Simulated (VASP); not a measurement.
# LiAl12 in VASP: further runs

LiAl12 is run at these levels: LDA; tasks: relaxation of the atoms.

Program: VASP 6.6.1. These are calculated values, not measurements. Logs are shortened: lines on timing, memory, paths and dates and some standing lists are left out, and cuts for length are marked.

**1. The cell of the first run**

The cell holds a slab with vacuum, 13 atoms: a = 5.634 Å, b = 5.634 Å, c = 20.032 Å, α = 90.00°, β = 90.00°, γ = 120.00°.

**2. Relaxation of the atoms, LDA**

INCAR reads:

```
PREC = Accurate ; ENCUT = 520
EDIFF = 1E-6 ; ISMEAR = 0
SIGMA = 0.1 ; LREAL = F
LASPH = T ; NELM = 100
ALGO = Normal ; ISIF = 2
LWAVE = F ; LCHARG = F
LDIPOL = T ; IDIPOL = 3
DIPOL = 0.5 0.5 0.331 ; GGA = CA
IBRION = 2 ; NSW = 36
EDIFFG = -0.025 ; KPAR = 2
```

KPOINTS reads:

```
regular mesh
0
Gamma
  6 6 1
```

POSCAR reads:

```
LiAl12
1.0
    5.6336864727      0.0000000000      0.0000000000
   -2.8168432363      4.8789156023      0.0000000000
    0.0000000000      0.0000000000     20.0321727095
Al Li
12 1
Selective dynamics
Direct
    0.3333333333      0.1666666667      0.1996787896  F F F
    0.3333333333      0.6666666667      0.1996787896  F F F
    0.8333333333      0.1666666667      0.1996787896  F F F
    0.8333333333      0.6666666667      0.1996787896  F F F
    0.1666666667      0.3333333333      0.3128097176  F F F
    0.1666666667      0.8333333333      0.3128097176  F F F
    0.6666666667      0.3333333333      0.3128097176  F F F
    0.6666666667      0.8333333333      0.3128097176  F F F
    0.0000000000      0.0000000000      0.4259234799  F F F
    0.0000000000      0.5000000000      0.4259234799  F F F
    0.5000000000      0.0000000000      0.4259234799  F F F
    0.5000000000      0.5000000000      0.4259234799  F F F
    0.0000000000      0.0000000000      0.5507227234  F F T
```

Potentials or basis: VASP PAW LDA potentials, release 64 (Al, Li_sv).

The run is started by

```sh
> cat potpaw_LDA.64/Al/POTCAR potpaw_LDA.64/Li_sv/POTCAR > POTCAR
> mpirun -np 2 vasp_std > vasp.out
```

OUTCAR:

```text
PREC = Accurate
   ENCUT = 520
   EDIFF = 1E-6
   ISMEAR = 0
   LREAL = F
   LASPH = T
   NELM = 100
   ISIF = 2
   GGA = CA
   IBRION = 2
   NSW = 36
   EDIFFG = -0.025

 ion  position               nearest neighbor table
   1  0.333  0.167  0.200-   5 2.79   6 2.79   7 2.79   2 2.82   2 2.82   3 2.82   3 2.82   4 2.82
                             4 2.82
   2  0.333  0.667  0.200-   6 2.79   5 2.79   8 2.79   1 2.82   1 2.82   4 2.82   4 2.82   3 2.82
                             3 2.82
   3  0.833  0.167  0.200-   7 2.79   8 2.79   5 2.79   4 2.82   4 2.82   1 2.82   1 2.82   2 2.82
                             2 2.82
   4  0.833  0.667  0.200-   8 2.79   7 2.79   6 2.79   3 2.82   3 2.82   2 2.82   2 2.82   1 2.82
                             1 2.82
   5  0.167  0.333  0.313-   9 2.79  12 2.79  10 2.79   1 2.79   2 2.79   3 2.79   6 2.82   6 2.82
                             7 2.82   7 2.82   8 2.82   8 2.82
   6  0.167  0.833  0.313-  10 2.79  11 2.79   9 2.79   2 2.79   1 2.79   4 2.79   5 2.82   5 2.82
                             8 2.82   8 2.82   7 2.82   7 2.82
   7  0.667  0.333  0.313-  11 2.79  10 2.79  12 2.79   3 2.79   4 2.79   1 2.79   8 2.82   8 2.82
                             5 2.82   5 2.82   6 2.82   6 2.82
   8  0.667  0.833  0.313-  12 2.79   9 2.79  11 2.79   4 2.79   3 2.79   2 2.79   7 2.82   7 2.82
                             6 2.82   6 2.82   5 2.82   5 2.82
   9  0.000  0.000  0.426-  13 2.50   5 2.79   8 2.79   6 2.79  10 2.82  10 2.82  11 2.82  11 2.82
                            12 2.82  12 2.82
  10  0.000  0.500  0.426-   6 2.79   7 2.79   5 2.79   9 2.82   9 2.82  12 2.82  12 2.82  11 2.82
                            11 2.82
  11  0.500  0.000  0.426-   7 2.79   6 2.79   8 2.79  12 2.82  12 2.82   9 2.82   9 2.82  10 2.82
                            10 2.82
  12  0.500  0.500  0.426-   8 2.79   5 2.79   7 2.79  11 2.82  11 2.82  10 2.82  10 2.82   9 2.82
                             9 2.82
  13  0.000  0.000  0.551-   9 2.50

  LATTYP: Found a hexagonal cell.
 ALAT       =     5.6336864727
 C/A-ratio  =     3.5557840868

  Lattice vectors:

 A1 = (   5.6336864727,   0.0000000000,   0.0000000000)
 A2 = (  -2.8168432363,   4.8789156023,   0.0000000000)
 A3 = (   0.0000000000,   0.0000000000,  20.0321727095)

Analysis of symmetry for initial positions (statically):
=====================================================================
 Subroutine PRICEL returns:
 Original cell was already a primitive cell.

 Routine SETGRP: Setting up the symmetry group for a
 hexagonal supercell.

 Subroutine GETGRP returns: Found  6 space group operations
 (whereof  6 operations were pure point group operations)
 out of a pool of 24 trial point group operations.

The static configuration has the point symmetry C_3v.

Analysis of symmetry for dynamics (positions and initial velocities):
=====================================================================
 Subroutine PRICEL returns:
 Original cell was already a primitive cell.

 Routine SETGRP: Setting up the symmetry group for a
 hexagonal supercell.

 Subroutine GETGRP returns: Found  6 space group operations
 (whereof  6 operations were pure point group operations)
 out of a pool of 24 trial point group operations.

The dynamic configuration has the point symmetry C_3v.

Analysis of constrained symmetry for selective dynamics:
=====================================================================
 Subroutine PRICEL returns:
 Original cell was already a primitive cell.

 Routine SETGRP: Setting up the symmetry group for a
 hexagonal supercell.

 Subroutine GETGRP returns: Found  6 space group operations
 (whereof  6 operations were pure point group operations)
 out of a pool of 24 trial point group operations.

The constrained configuration has the point symmetry C_3v.

 Subroutine INISYM returns: Found  6 space group operations
 (whereof  6 operations are pure point group operations),
 and found     1 'primitive' translations

----------------------------------------------------------------------------------------

                                     Primitive cell

  volume of cell :     550.6099

  direct lattice vectors                    reciprocal lattice vectors
     5.633686473  0.000000000  0.000000000     0.177503666  0.102481789  0.000000000
    -2.816843236  4.878915602  0.000000000     0.000000000  0.204963578  0.000000000
     0.000000000  0.000000000 20.032172709     0.000000000  0.000000000  0.049919697

  length of vectors
     5.633686473  5.633686473 20.032172709     0.204963578  0.204963578  0.049919697

  position of ions in fractional coordinates (direct lattice)
     0.333333333  0.166666667  0.199678790
     0.333333333  0.666666667  0.199678790
     0.833333333  0.166666667  0.199678790
     0.833333333  0.666666667  0.199678790
     0.166666667  0.333333333  0.312809718
     0.166666667  0.833333333  0.312809718
     0.666666667  0.333333333  0.312809718
[... 80 lines left out ...]
   IBRION =      2    ionic relax: 0-MD 1-quasi-New 2-CG
   NFREE  =      1    steps in history (QN), initial steepest desc. (CG)
   ISIF   =      2    stress and relaxation
   ISYM   =      2    0-nonsym 1-usesym 2-fastsym
   POTIM  = 0.5000    time-step for ionic-motion
   TEBEG  =    0.0;   TEEND  =   0.0 temperature during run
   PSTRESS=    0.0 pullay stress
   NELECT =      39.0000    total number of electrons
   NUPDOWN=      -1.0000    fix difference up-down
   EMIN   =  10.00;   EMAX   =-10.00  energy-range for DOS
   EFERMI =   0.00;   METHOD = LEGACY
   ISMEAR =     0;   SIGMA  =   0.10  broadening in eV -4-tet -1-fermi 0-gaus
   EFERMI_NEDOS =   21; number of points for ismear=-14 and -15
   IALGO  =     38    algorithm
   IMIX   =      4    mixing-type and parameters
     AMIX     =   0.40;   BMIX     =  1.00
     AMIX_MAG =   1.60;   BMIX_MAG =  1.00
  volume/ion in A,a.u.               =      42.35       285.82
  Fermi-wavevector in a.u.,A,eV,Ry     =   0.677353  1.280011  6.242448  0.458807
  Thomas-Fermi vector in A             =   1.754936
   LORBIT       =      0    0 simple, 1 ext, 2 COOP (PROOUT), +10 PAW based schemes
   GGA     = CA    functional components
   LHFCALC =     F    Hartree Fock is set to
   AEXX    =    0.0000 exact exchange contribution
   IVDW    =     0    specifies the selected vdW correction
   LEPSILON=     F    determine dielectric tensor
   LRPA    =     F    only Hartree local field effects (RPA)
 conjugate gradient relaxation of ions
 non-spin polarized calculation
 Gauss-broadening in eV      SIGMA  =   0.10
  energy-cutoff  :      520.00
  volume of cell :      550.61
 maximum number of plane-waves:     14919
 NGX is ok and might be reduce to    42
   NGX = 21   NGY = 21   NGZ = 75

--------------------------------------- Ionic step        1  -------------------------------------------

 number of electron      39.0000009 magnetization

 Free energy of the ion-electron system (eV)
  ---------------------------------------------------
  ext. energy  EPLUGINS =         0.00000000
  ---------------------------------------------------
  free energy    TOTEN  =       -48.71687895 eV

  energy without entropy =      -48.67725703  energy(sigma->0) =      -48.69706799

------------------------ aborting loop because EDIFF is reached ----------------------------------------

  FORCE on cell =-STRESS in cart. coord.  units (eV):
  Direction    XX          YY          ZZ          XY          YZ          ZX
  --------------------------------------------------------------------------------------
  -------------------------------------------------------------------------------------
  Total       -2.9332253     -2.9332253      0.6285301     -0.0000000      0.0000000     -0.0000000
  in kB       -8.5351660     -8.5351660      1.8289112     -0.0000000      0.0000000     -0.0000000
  external PRESSURE =      -5.0804736 kB  Pullay stress =       0.0000000 kB
[... 126 lines left out ...]
  energy  without entropy=      -48.6780434385  energy(sigma->0) =      -48.69776704

--------------------------------------- Ionic step        4  -------------------------------------------

 number of electron      39.0000009 magnetization

 dipolmoment           0.000000      0.000000     -0.278662 electrons x Angstroem

 Free energy of the ion-electron system (eV)
  ---------------------------------------------------
  ext. energy  EPLUGINS =         0.00000000
  ---------------------------------------------------
  free energy    TOTEN  =       -48.71758652 eV

  energy without entropy =      -48.67842543  energy(sigma->0) =      -48.69800597

 E-fermi :   0.8714     XC(G=0):  -5.0262

 val. band max:        0.8235068197   @ k =   0.3333   0.1667   0.0000
 cond. band min:       0.8964283010   @ k =   0.1667   0.1667   0.0000
 fundamental gap:      0.0729214813
 Fermi energy:         0.8714438754

 k-point     1 :       0.0000    0.0000    0.0000
  band No.  band energies     occupation
      1     -46.7303      2.00000
      2      -9.9441      2.00000
      3      -8.1963      2.00000
      4      -5.4764      2.00000
      5      -3.9449      2.00000
      6      -3.9372      2.00000
[... 192 lines left out ...]
     25       2.9384      0.00000
     26       2.9940      0.00000

------------------------ aborting loop because EDIFF is reached ----------------------------------------

 vacuum level on the upper side and lower side of the slab       (xc-potential included)        -1.442         0.501

  FORCE on cell =-STRESS in cart. coord.  units (eV):
  Direction    XX          YY          ZZ          XY          YZ          ZX
  --------------------------------------------------------------------------------------
  -------------------------------------------------------------------------------------
  Total       -2.9132086     -2.9132086      0.8374926     -0.0000000      0.0000000     -0.0000000
  in kB       -8.4769209     -8.4769209      2.4369552     -0.0000000      0.0000000     -0.0000000
  external PRESSURE =      -4.8389622 kB  Pullay stress =       0.0000000 kB

 VOLUME and BASIS-vectors are now :
 -----------------------------------------------------------------------------
  energy-cutoff  :      520.00
  volume of cell :      550.61
      direct lattice vectors                 reciprocal lattice vectors
     5.633686473  0.000000000  0.000000000     0.177503666  0.102481789  0.000000000
    -2.816843236  4.878915602  0.000000000     0.000000000  0.204963578  0.000000000
     0.000000000  0.000000000 20.032172709     0.000000000  0.000000000  0.049919697
[... 19 lines left out ...]
  FREE ENERGIE OF THE ION-ELECTRON SYSTEM (eV)
  ---------------------------------------------------
  free  energy   TOTEN  =       -48.7175865203 eV

  energy  without entropy=      -48.6784254276  energy(sigma->0) =      -48.69800597

 reached required accuracy - stopping structural energy minimisation

 vacuum level on the upper side and lower side of the slab         2.650         4.641
```

It took 98 s on 2 MPI ranks of Intel Xeon 6975P-C (Granite Rapids), shared host; peak memory 0.47 GiB.

Results:

```
Free energy               : -48.7176 eV
Energy gained by relaxing : 0.1 meV/atom
Ionic steps               : 4
Band gap on the k mesh    : zero (an odd number of electrons rules out a gap without spin polarisation)
```

Step by step:
```csv
step,energy change (eV),largest force on free atoms (eV/Å),pressure (GPa)
1,0.0000,0.0653,-0.51
2,-0.0002,0.0570,-0.51
3,-0.0006,0.0313,-0.50
4,-0.0007,0.0224,-0.48
```

Final structure:
```
Al Li
1.0
     5.63369    0.00000    0.00000
    -2.81684    4.87892    0.00000
     0.00000    0.00000   20.03217
Al Li
12 1
Direct
  0.33333 0.16667 0.19968
  0.33333 0.66667 0.19968
  0.83333 0.16667 0.19968
  0.83333 0.66667 0.19968
  0.16667 0.33333 0.31281
  0.16667 0.83333 0.31281
  0.66667 0.33333 0.31281
  0.66667 0.83333 0.31281
  0.00000 0.00000 0.42592
  0.00000 0.50000 0.42592
  0.50000 0.00000 0.42592
  0.50000 0.50000 0.42592
  0.00000 0.00000 0.54915
```

Caveat: the cutoff is under 1.25 times the usual one of these potentials, so pressure, stress and relaxed cells hold a basis-set (Pulay) error.

**3. Relaxation of the atoms, LDA**

INCAR reads:

```
SYSTEM = LiAl12
ALGO     = Normal         ! electronic algorithm
DIPOL    = 0.5 0.5 0.329
EDIFF    = 1E-7           ! SCF threshold, eV
EDIFFG   = -0.025         ! ionic threshold
ENCUT    = 520            ! plane-wave cutoff, eV
IBRION   = 2              ! ionic algorithm
IDIPOL   = 3            
ISIF     = 2              ! what is computed and relaxed
ISMEAR   = 0              ! smearing method
KPAR     = 2            
LASPH    = .True.         ! aspherical terms in the spheres
LCHARG   = .False.        ! write CHGCAR
LDIPOL   = .True.       
LREAL    = .False.        ! projectors in reciprocal space
LWAVE    = .False.        ! write WAVECAR
NELM     = 80             ! most SCF steps
NSW      = 36             ! ionic steps
PREC     = Accurate       ! precision mode
SIGMA    = 0.1            ! smearing width, eV
```

KPOINTS reads:

```
k-points
0
Gamma
  6 6 1
  0 0 0
```

Edit POSCAR of step 2 so:

```diff
@@ -21,2 +21,2 @@
     0.5000000000      0.5000000000      0.4259234799  F F F
-    0.0000000000      0.0000000000      0.5507227234  F F T
+    0.1666666667      0.3333333333      0.5181155756  F F T
```

Potentials or basis: VASP PAW LDA potentials, release 64 (Al, Li_sv).

The run is started by

```sh
> cat potpaw_LDA.64/Al/POTCAR potpaw_LDA.64/Li_sv/POTCAR > POTCAR
> mpirun -np 2 vasp_std > vasp.out
```

Run time: 3.1 min. Hardware: 2 MPI ranks of Intel Xeon 6975P-C (Granite Rapids), shared host; peak memory 0.49 GiB.

Results (log left out):

- Free energy: -49.0585 eV
- Energy gained by relaxing: 7.9 meV/atom
- Ionic steps: 5
- Band gap on the k mesh: zero (an odd number of electrons rules out a gap without spin polarisation)

The path:
```tsv
step	energy change (eV)	largest force on free atoms (eV/Å)	pressure (GPa)
1	0.0000	0.8946	0.00
2	-0.0345	0.7058	-0.06
3	-0.0936	0.2298	-0.24
4	-0.1021	0.0438	-0.32
5	-0.1024	0.0008	-0.33
```

Final structure:
```
Al Li
1.0
     5.63369    0.00000    0.00000
    -2.81684    4.87892    0.00000
     0.00000    0.00000   20.03217
Al Li
12 1
Direct
  0.33333 0.16667 0.19968
  0.33333 0.66667 0.19968
  0.83333 0.16667 0.19968
  0.83333 0.66667 0.19968
  0.16667 0.33333 0.31281
  0.16667 0.83333 0.31281
  0.66667 0.33333 0.31281
  0.66667 0.83333 0.31281
  0.00000 0.00000 0.42592
  0.00000 0.50000 0.42592
  0.50000 0.00000 0.42592
  0.50000 0.50000 0.42592
  0.16667 0.33333 0.53064
```

Levels at points of the mesh, in eV from the Fermi level:
| k point | band 16 | band 17 | band 18 | band 19 | band 20 | band 21 | band 22 | band 23 |
| --- | --- | --- | --- | --- | --- | --- | --- | --- |
| (0.00, 0.00, 0.00) | -2.82 | -2.74 | -0.58 | -0.58 | -0.38 | -0.29 | -0.19 | -0.12 |
| (0.50, 0.00, 0.00) | -0.51 | -0.51 | -0.26 | -0.18 | 0.75 | 0.95 | 1.06 | 1.09 |

Caveat: the cutoff is under 1.25 times the usual one of these potentials, so pressure, stress and relaxed cells hold a basis-set (Pulay) error.

**4. Relaxation of the atoms, LDA**

INCAR reads:

```
SYSTEM = LiAl12
PREC = Accurate
ENCUT = 520
EDIFF = 1E-6
ISMEAR = 0
SIGMA = 0.1
LREAL = .False.
LASPH = .True.
NELM = 60
ALGO = Normal
ISIF = 2
LWAVE = .False.
LCHARG = .False.
LDIPOL = .True.
IDIPOL = 3
DIPOL = 0.5 0.5 0.329
GGA = CA
IBRION = 2
NSW = 36
EDIFFG = -0.025
KPAR = 2
```

KPOINTS reads:

```
regular mesh
0
Gamma
  6 6 1
  0 0 0
```

Edit POSCAR of step 3 so:

```diff
@@ -21,2 +21,2 @@
     0.5000000000      0.5000000000      0.4259234799  F F F
-    0.1666666667      0.3333333333      0.5181155756  F F T
+    0.3333333333      0.1666666667      0.5181155756  F F T
```

The run is started by

```sh
> cat potpaw_LDA.64/Al/POTCAR potpaw_LDA.64/Li_sv/POTCAR > POTCAR
> mpirun -np 2 vasp_std > vasp.out
```

It took 2.6 min on 2 MPI ranks of Intel Xeon 6975P-C (Granite Rapids), shared host; peak memory 0.48 GiB.

The run converged. Its results:

- Free energy: -49.0278 eV
- Energy gained by relaxing: 9.8 meV/atom
- Ionic steps: 5
- Band gap on the k mesh: zero (an odd number of electrons rules out a gap without spin polarisation)

The path:
| step | energy change (eV) | largest force on free atoms (eV/Å) | pressure (GPa) |
| --- | --- | --- | --- |
| 1 | 0.0000 | 1.0184 | 0.02 |
| 2 | -0.0444 | 0.7925 | -0.06 |
| 3 | -0.1183 | 0.2400 | -0.27 |
| 4 | -0.1274 | 0.0511 | -0.34 |
| 5 | -0.1279 | 0.0010 | -0.36 |

Final structure:
```xyz
13
Lattice="5.6337 0.0000 0.0000 -2.8168 4.8789 0.0000 0.0000 0.0000 20.0322" Properties=species:S:1:pos:R:3 pbc="T T T"
Al    1.4084    0.8132    4.0000
Al    0.0000    3.2526    4.0000
Al    4.2253    0.8132    4.0000
Al    2.8168    3.2526    4.0000
Al    0.0000    1.6263    6.2663
Al   -1.4084    4.0658    6.2663
Al    2.8168    1.6263    6.2663
Al    1.4084    4.0658    6.2663
Al    0.0000    0.0000    8.5322
Al   -1.4084    2.4395    8.5322
Al    2.8168    0.0000    8.5322
Al    1.4084    2.4395    8.5322
Li    1.4084    0.8132   10.6580
```

Levels at points of the mesh, in eV from the Fermi level:
| k point | band 16 | band 17 | band 18 | band 19 | band 20 | band 21 | band 22 | band 23 |
| --- | --- | --- | --- | --- | --- | --- | --- | --- |
| (0.00, 0.00, 0.00) | -2.75 | -2.75 | -0.51 | -0.51 | -0.50 | -0.21 | -0.21 | -0.21 |
| (0.50, 0.00, 0.00) | -0.50 | -0.48 | -0.21 | -0.18 | 0.83 | 0.88 | 1.04 | 1.06 |

Caveat: the cutoff is under 1.25 times the usual one of these potentials, so pressure, stress and relaxed cells hold a basis-set (Pulay) error.

**5. Overview**

```tsv
cell	gap on the mesh (eV)
atoms relaxed, atomic positions A	none
atoms relaxed, atomic positions B	none
atoms relaxed, atomic positions C	none
```

Alike in all rows: task relaxation of the atoms; level LDA; potentials or basis VASP PAW LDA potentials, release 64 (Al, Li_sv); no spin polarisation; k mesh 6 × 6 × 1; cutoff (eV) 520; smearing gaussian 0.1 eV.

Caveats: the cutoff is under 1.25 times the usual one of these potentials, so pressure, stress and relaxed cells hold a basis-set (Pulay) error.

Total energies depend on the potentials used, so only differences within one code and one set of settings carry meaning.

The gap in the log of VASP goes by the Fermi energy; the results here count the filled bands.